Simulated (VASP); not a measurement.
# AlNi (WC type) (P-6m2) in VASP: a series of runs

AlNi (WC type) is run at these levels: PBE; tasks: single point.

All numbers are computed with VASP 6.6.1; they aren't measurements. Logs are shortened: lines on timing, memory, paths and dates and some standing lists are left out, and cuts for length are marked.

### Step 1. The cell of the first run

Symmetry: P-6m2, No. 187, hexagonal system. The conventional cell has a = 2.630 Å, b = 2.630 Å, c = 3.714 Å, α = 90.00°, β = 90.00°, γ = 120.00°. Within 3.2 Å of Ni (site symmetry -6m2) lie 6 Al at 2.40 Å and 6 Ni at 2.63 Å. Within 3.2 Å of Al (site symmetry -6m2) lie 6 Ni at 2.40 Å and 6 Al at 2.63 Å.

### Step 2. Single point, PBE

INCAR

```
PREC = Accurate
ENCUT = 520
EDIFF = 1E-6
ISMEAR = -1
SIGMA = 0.05
LREAL = F
LASPH = T
NELM = 60
ALGO = Normal
ISIF = 2
LWAVE = F
LCHARG = T
GGA = PE
LELF = T
LVHAR = T
NBANDS = 14
```

KPOINTS

```
regular mesh
0
Gamma
  15 15 13
```

POSCAR

```
AlNi
1.0
    2.6304571037      0.0000000000      0.0000000000
   -1.3152285518      2.2780426754      0.0000000000
    0.0000000000      0.0000000000      3.7135869372
Ni Al
1 1
Direct
    0.0000000000      0.0000000000      0.0000000000
    0.3333333333      0.6666666667      0.5000000000
```

Potentials or basis: VASP PAW PBE potentials, release 64 (Ni, Al).

Launch:

```console
$ cat potpaw_PBE.64/Ni/POTCAR potpaw_PBE.64/Al/POTCAR > POTCAR
$ mpirun -np 1 vasp_std > vasp.out
```

OUTCAR:

```text
PREC = Accurate
   ENCUT = 520
   EDIFF = 1E-6
   ISMEAR = -1
   LREAL = F
   LASPH = T
   NELM = 60
   ISIF = 2
   GGA = PE

 ion  position               nearest neighbor table
   1  0.000  0.000  0.000-   2 2.40   2 2.40   2 2.40   2 2.40   2 2.40   2 2.40
   2  0.333  0.667  0.500-   1 2.40   1 2.40   1 2.40   1 2.40   1 2.40   1 2.40

  LATTYP: Found a hexagonal cell.
 ALAT       =     2.6304571037
 C/A-ratio  =     1.4117648723

  Lattice vectors:

 A1 = (   2.6304571037,   0.0000000000,   0.0000000000)
 A2 = (  -1.3152285518,   2.2780426754,   0.0000000000)
 A3 = (   0.0000000000,   0.0000000000,   3.7135869372)

Analysis of symmetry for initial positions (statically):
=====================================================================
 Subroutine PRICEL returns:
 Original cell was already a primitive cell.

 Routine SETGRP: Setting up the symmetry group for a
 hexagonal supercell.

 Subroutine GETGRP returns: Found 12 space group operations
 (whereof 12 operations were pure point group operations)
 out of a pool of 24 trial point group operations.

The static configuration has the point symmetry D_3h.

Analysis of symmetry for dynamics (positions and initial velocities):
=====================================================================
 Subroutine PRICEL returns:
 Original cell was already a primitive cell.

 Routine SETGRP: Setting up the symmetry group for a
 hexagonal supercell.

 Subroutine GETGRP returns: Found 12 space group operations
 (whereof 12 operations were pure point group operations)
 out of a pool of 24 trial point group operations.

The dynamic configuration has the point symmetry D_3h.

 Subroutine INISYM returns: Found 12 space group operations
 (whereof 12 operations are pure point group operations),
 and found     1 'primitive' translations

----------------------------------------------------------------------------------------

                                     Primitive cell

  volume of cell :      22.2529

  direct lattice vectors                    reciprocal lattice vectors
     2.630457104  0.000000000  0.000000000     0.380162063  0.219486670  0.000000000
    -1.315228552  2.278042675  0.000000000     0.000000000  0.438973339  0.000000000
     0.000000000  0.000000000  3.713586937     0.000000000  0.000000000  0.269281430

  length of vectors
[... 84 lines left out ...]
   EDIFFG = 0.1E-04   stopping-criterion for IOM
   NSW    =      0    number of steps for IOM
   IBRION =     -1    ionic relax: 0-MD 1-quasi-New 2-CG
   NFREE  =      0    steps in history (QN), initial steepest desc. (CG)
   ISIF   =      2    stress and relaxation
   ISYM   =      2    0-nonsym 1-usesym 2-fastsym
   POTIM  = 0.5000    time-step for ionic-motion
   TEBEG  =    0.0;   TEEND  =   0.0 temperature during run
   PSTRESS=    0.0 pullay stress
   NELECT =      13.0000    total number of electrons
   NUPDOWN=      -1.0000    fix difference up-down
   EMIN   =  10.00;   EMAX   =-10.00  energy-range for DOS
   EFERMI =   0.00;   METHOD = LEGACY
   ISMEAR =    -1;   SIGMA  =   0.05  broadening in eV -4-tet -1-fermi 0-gaus
   EFERMI_NEDOS =   21; number of points for ismear=-14 and -15
   IALGO  =     38    algorithm
   IMIX   =      4    mixing-type and parameters
     AMIX     =   0.40;   BMIX     =  1.00
     AMIX_MAG =   1.60;   BMIX_MAG =  1.00
  volume/ion in A,a.u.               =      11.13        75.09
  Fermi-wavevector in a.u.,A,eV,Ry     =   1.368549  2.586183 25.482715  1.872927
  Thomas-Fermi vector in A             =   2.494503
   LORBIT       =      0    0 simple, 1 ext, 2 COOP (PROOUT), +10 PAW based schemes
   GGA     = PE    functional components
   LHFCALC =     F    Hartree Fock is set to
   AEXX    =    0.0000 exact exchange contribution
   IVDW    =     0    specifies the selected vdW correction
   LEPSILON=     F    determine dielectric tensor
   LRPA    =     F    only Hartree local field effects (RPA)
 non-spin polarized calculation
  energy-cutoff  :      520.00
  volume of cell :       22.25
 maximum number of plane-waves:       621
 NGX is ok and might be reduce to    20
   NGX =  9   NGY =  9   NGZ = 13

 number of electron      13.0000000 magnetization

 Free energy of the ion-electron system (eV)
  ---------------------------------------------------
  ext. energy  EPLUGINS =         0.00000000
  ---------------------------------------------------
  free energy    TOTEN  =        -9.97457925 eV

  energy without entropy =       -9.96846813  energy(sigma->0) =       -9.97152369

 E-fermi :  10.8703     XC(G=0): -12.3944

 val. band max:       10.8309588094   @ k =   0.1333   0.0667   0.0769
 cond. band min:      10.8804463682   @ k =   0.3333   0.0667   0.2308
 fundamental gap:      0.0494875588
 Fermi energy:        10.8702811135

 k-point     1 :       0.0000    0.0000    0.0000
  band No.  band energies     occupation
      1      -0.8318      2.00000
      2       6.6858      2.00000
      3       8.8592      2.00000
      4       8.8592      2.00000
      5       9.0852      2.00000
      6       9.3586      2.00000
      7       9.3586      2.00000
      8      14.0279      0.00000
      9      24.5616      0.00000
     10      24.5616      0.00000
     11      27.0761      0.00000
     12      27.0761      0.00000
     13      28.2647      0.00000
     14      30.7659      0.00000
[... 377 lines left out ...]
      1       5.5945      2.00000
      2       6.7145      2.00000
      3       7.5117      2.00000
      4       7.5629      2.00000
      5       8.4908      2.00000
      6      10.4493      1.99956
      7      11.4357      0.00002
      8      13.9693      0.00000
      9      16.7992      0.00000
     10      19.4112      0.00000
     11      19.6991      0.00000
     12      22.1373      0.00000
     13      23.4711      0.00000
     14      26.4901      0.00000

 [... further k-points ...]
[... 5 lines left out ...]
  --------------------------------------------------------------------------------------
  -------------------------------------------------------------------------------------
  Total        3.1674811      3.1674811      3.1440427      0.0000000      0.0000000      0.0000000
  in kB      228.0541290    228.0541291    226.3665988      0.0000000      0.0000000      0.0000000
  external PRESSURE =     227.4916190 kB  Pullay stress =       0.0000000 kB

 VOLUME and BASIS-vectors are now :
 -----------------------------------------------------------------------------
  energy-cutoff  :      520.00
  volume of cell :       22.25
      direct lattice vectors                 reciprocal lattice vectors
     2.630457104  0.000000000  0.000000000     0.380162063  0.219486670  0.000000000
    -1.315228552  2.278042675  0.000000000     0.000000000  0.438973339  0.000000000
     0.000000000  0.000000000  3.713586937     0.000000000  0.000000000  0.269281430

 POSITION                                       TOTAL-FORCE (eV/Angst)
 -----------------------------------------------------------------------------------
      0.00000      0.00000      0.00000         0.000000      0.000000      0.000000
     -0.00000      1.51870      1.85679        -0.000000     -0.000000      0.000000
 -----------------------------------------------------------------------------------
    total drift:                                0.000000     -0.000000      0.000000

  FREE ENERGIE OF THE ION-ELECTRON SYSTEM (eV)
  ---------------------------------------------------
  free  energy   TOTEN  =        -9.9745792501 eV

  energy  without entropy=       -9.9684681312  energy(sigma->0) =       -9.97152369
```

OSZICAR:

```text
N       E                     dE             d eps       ncg     rms          rms(c)
DAV:   1     0.416830000222E+02    0.41683E+02   -0.54764E+03  5428   0.100E+03
DAV:   2    -0.980683332585E+01   -0.51490E+02   -0.46079E+02  5682   0.184E+02
DAV:   3    -0.116480864610E+02   -0.18413E+01   -0.18271E+01  6476   0.379E+01
DAV:   4    -0.116734056409E+02   -0.25319E-01   -0.25312E-01  6362   0.403E+00
DAV:   5    -0.116741552364E+02   -0.74960E-03   -0.74958E-03  6646   0.746E-01    0.130E+01
DAV:   6    -0.137392604755E+02   -0.20651E+01   -0.51242E+01  6584   0.101E+02    0.167E+01
DAV:   7    -0.100188765966E+02    0.37204E+01   -0.15440E+01  6348   0.599E+01    0.124E+00
DAV:   8    -0.999203296181E+01    0.26844E-01   -0.28535E-01  6886   0.578E+00    0.110E+00
DAV:   9    -0.997493727264E+01    0.17096E-01   -0.49168E-02  6858   0.307E+00    0.228E-01
DAV:  10    -0.997464196267E+01    0.29531E-03   -0.29557E-03  7262   0.786E-01    0.104E-01
DAV:  11    -0.997458559405E+01    0.56369E-04   -0.48089E-04  7556   0.261E-01    0.323E-02
DAV:  12    -0.997457990936E+01    0.56847E-05   -0.21411E-05  8096   0.523E-02    0.938E-03
DAV:  13    -0.997457925010E+01    0.65925E-06   -0.33158E-06  4628   0.219E-02
   1 F= -.99745793E+01 E0= -.99715237E+01  d E =-.611112E-02
```

It took 21 s on 1 thread of Intel Xeon 6975P-C (Granite Rapids), shared host; peak memory 0.17 GiB.

What came out:

```yaml
Free_energy: -9.9746 eV
Pressure: 22.7 GPa
```

Levels at points of the mesh, in eV from the Fermi level:
| k point | band 4 | band 5 | band 6 | band 7 | band 8 | band 9 | band 10 | band 11 |
| --- | --- | --- | --- | --- | --- | --- | --- | --- |
| (0.00, 0.00, 0.00) | -2.01 | -1.79 | -1.51 | -1.51 | 3.16 | 13.69 | 13.69 | 16.21 |

### Step 3. Single point, PBE

INCAR

```
  ALGO = Normal
  EDIFF = 1E-6
  ENCUT = 520
  GGA = PE
  ISIF = 2
  ISMEAR = -1
  LASPH = True
  LCHARG = False
  LREAL = False
  LWAVE = False
  NBANDS = 14
  NELM = 80
  PREC = Accurate
  SIGMA = 0.05
```

KPOINTS

```
k-points
0
Gamma
  15 15 13
```

POSCAR

```
AlNi
1.0
    2.6297904712      0.0000000000      0.0000000000
   -1.3148952356      2.2774653547      0.0000000000
    0.0000000000      0.0000000000      3.7128000532
Ni Al
1 1
Direct
    0.0000000000      0.0000000000      0.0000000000
    0.3333333333      0.6666666667      0.5000000000
```

Potentials or basis: VASP PAW PBE potentials, release 64 (Ni, Al).

Launch:

```console
$ cat potpaw_PBE.64/Ni/POTCAR potpaw_PBE.64/Al/POTCAR > POTCAR
$ mpirun -np 1 vasp_std > vasp.out
```

Wall time 21 s (1 thread of Intel Xeon 6975P-C (Granite Rapids), shared host); peak memory 0.18 GiB.

The run converged. Its results:

* Free energy: -9.9723 eV
* Pressure: 22.9 GPa

Stress tensor (GPa, compression positive):
```
22.97  0.00  0.00
 0.00 22.97  0.00
 0.00  0.00 22.81
```

Levels at points of the mesh, in eV from the Fermi level:
| k point | band 5 | band 6 | band 7 | band 8 | band 9 | band 10 |
| --- | --- | --- | --- | --- | --- | --- |
| (0.00, 0.00, 0.00) | -1.79 | -1.51 | -1.51 | 3.16 | 13.70 | 13.70 |

Spin polarisation is off, so any magnetic state and its effect on volume and gap are missing.
